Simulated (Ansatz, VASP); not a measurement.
# HCl: VASP beside Ansatz

INCAR

```
SYSTEM = HCl
  ALGO = Normal
  EDIFF = 1E-7
  ENCUT = 520
  GGA = PS
  ISIF = 2
  ISMEAR = 0
  LASPH = .TRUE.
  LCHARG = .FALSE.
  LREAL = .FALSE.
  LWAVE = .FALSE.
  NBANDS = 11
  NELM = 100
  PREC = Accurate
  SIGMA = 0.15
```

KPOINTS

```
k-points
0
G
  16 16 16
  0 0 0
```

The input POSCAR:

```
HCl
1.0
    0.0000000000      2.6750000000      3.0048875000
    2.5150000000      0.0000000000      3.0048875000
    2.5150000000      2.6750000000      0.0000000000
H Cl
1 1
Direct
    0.0000000000      0.0000000000      0.0000000000
    0.5000000000      0.5000000000      0.5000000000
```

Input for Ansatz:

```yaml
crystal:
  lattice:
    - [0.0, 2.675, 3.0048875]
    - [2.515, 0.0, 3.0048875]
    - [2.515, 2.675, 0.0]
  atoms:
    - { symbol: H, position: [0.0, 0.0, 0.0] }
    - { symbol: Cl, position: [0.5, 0.5, 0.5] }
basis:
  ecutwfc: 420
kpoints:
  mp_grid: { grid: [16, 16, 16] }
hamiltonian:
  xc: pbesol
scf:
  occupations: { method: gaussian, width: 0.15 }
output:
  forces: true
  stress: true
  eigenvalues: true
```

Change from the starting cell: strain +0.0525 x Voigt [0, 0, 1, 0, 0, 0], atoms carried along.

Alike in both runs: task single point; functional PBEsol; k mesh 16 × 16 × 16; occupations gaussian, width 0.15 eV; no spin polarisation.

|  | VASP | Ansatz |
| --- | --- | --- |
| version | VASP 6.6.1 | Ansatz 0.2.0 |
| potentials or method | VASP PAW PBE potentials, release 64 (H, Cl), cutoff 520 eV | scalar-relativistic, plane waves, PAW |
| valence electrons in the cell | 8 | 8 |

```csv
,VASP,Ansatz,Ansatz less VASP
gap on the k mesh at the Fermi level (eV),none,none,-
pressure (GPa),-10.5,-10.4,+0.06
"traceless stress, the component that is largest in VASP (GPa)",5.97,5.96,-0.013
```

VASP's potentials were made for PBE, not for PBEsol. A gap of «none» marks a metal or a gap that the smearing closes. With one functional, cell and mesh, what is left measures potentials, basis and numerics.
